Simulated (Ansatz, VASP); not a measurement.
# Rb2SrSe6 in VASP and in Ansatz

INCAR

```
SYSTEM = Rb2SrSe6
PREC     = Accurate       ! precision mode
ENCUT    = 520            ! plane-wave cutoff, eV
EDIFF    = 1E-6           ! SCF threshold, eV
ISMEAR   = -1             ! smearing method
SIGMA    = 0.1            ! smearing width, eV
LREAL    = .False.        ! projectors in reciprocal space
LASPH    = .True.         ! aspherical terms in the spheres
NELM     = 80             ! most SCF steps
ALGO     = Normal         ! electronic algorithm
ISIF     = 2              ! what is computed and relaxed
LWAVE    = .False.        ! write WAVECAR
LCHARG   = .False.        ! write CHGCAR
GGA      = PE             ! functional
ISYM     = 0            
NBANDS   = 42             ! bands
```

File KPOINTS:

```
regular mesh
0
Gamma
  3 3 3
  0 0 0
```

Contents of POSCAR:

```
Rb2SrSe6
1.0
    7.2083910000      0.0000000000      0.0000000000
   -3.6041960000      6.2426500000      0.0000000000
    0.0000000000      0.0000000000      5.6583640000
Sr Se Rb
1 6 2
Direct
    0.0000000000      0.0000000000      0.0000000000
    0.1670000000      0.8330000000      0.2060000000
    0.1670000000      0.3340000000      0.2060000000
    0.6660000000      0.8330000000      0.2060000000
    0.8330000000      0.1670000000      0.7940000000
    0.3340000000      0.1670000000      0.7940000000
    0.8330000000      0.6660000000      0.7940000000
    0.3333000000      0.6667000000      0.6910000000
    0.6667000000      0.3333000000      0.3090000000
```

Input for Ansatz:

```yaml
crystal:
  lattice:
    - [7.208391, 0.0, 0.0]
    - [-3.604196, 6.24265, 0.0]
    - [0.0, 0.0, 5.658364]
  atoms:
    - { symbol: Sr, position: [0.0, 0.0, 0.0] }
    - { symbol: Se, position: [0.167, 0.833, 0.206] }
    - { symbol: Se, position: [0.167, 0.334, 0.206] }
    - { symbol: Se, position: [0.666, 0.833, 0.206] }
    - { symbol: Se, position: [0.833, 0.167, 0.794] }
    - { symbol: Se, position: [0.334, 0.167, 0.794] }
    - { symbol: Se, position: [0.833, 0.666, 0.794] }
    - { symbol: Rb, position: [0.3333, 0.6667, 0.691] }
    - { symbol: Rb, position: [0.6667, 0.3333, 0.309] }
  symmetry: { detect: false }
kpoints:
  mp_grid: { grid: [3, 3, 3], shift: [0, 0, 0] }
magnetization:
  spin_polarized: false
scf:
  occupations: { method: fermi_dirac }
  mixing: { algorithm: anderson, beta: 0.5 }
hamiltonian:
  pseudopotentials: { kind: paw }
  xc: pbe
basis:
  ecutwfc: 420
  ecutrho_ratio: 6
output:
  forces: true
  stress: true
  eigenvalues: true
  write_density: true
  write_potential: true
  elf: true
  volumetric_format: npy
```

Alike in both runs: task single point; functional PBE; k mesh 3 × 3 × 3; no spin polarisation.

|  | VASP | Ansatz |
| --- | --- | --- |
| version | VASP 6.6.1 | Ansatz 0.2.0 |
| potentials or method | VASP PAW PBE potentials, release 64 (Sr_sv, Se, Rb_sv), cutoff 520 eV | PAW plane waves |
| occupations | fermi-dirac, width 0.1 eV | fermi-dirac |
| valence electrons in the cell | 64 | 124 |

|  | VASP | Ansatz | Ansatz less VASP |
| --- | --- | --- | --- |
| gap on the k mesh at the Fermi level (eV) | none | none | - |
| pressure (GPa) | 13.7 | 13.3 | -0.37 |
| traceless stress, the component that is largest in VASP (GPa) | -2.94 | -2.84 | +0.106 |
| rms of the force components (eV/Å) | 2.239 | 2.187 | -0.0522 |

Atom by atom the forces differ by 0.052 eV/Å (rms over components). A gap of «none» marks a metal or a gap that the smearing closes. VASP's potentials hold 64 valence electrons a cell and Ansatz's 124, so a difference there can come from the potentials and not from the codes.

The k mesh is coarse, so the values compare programs but aren't converged.
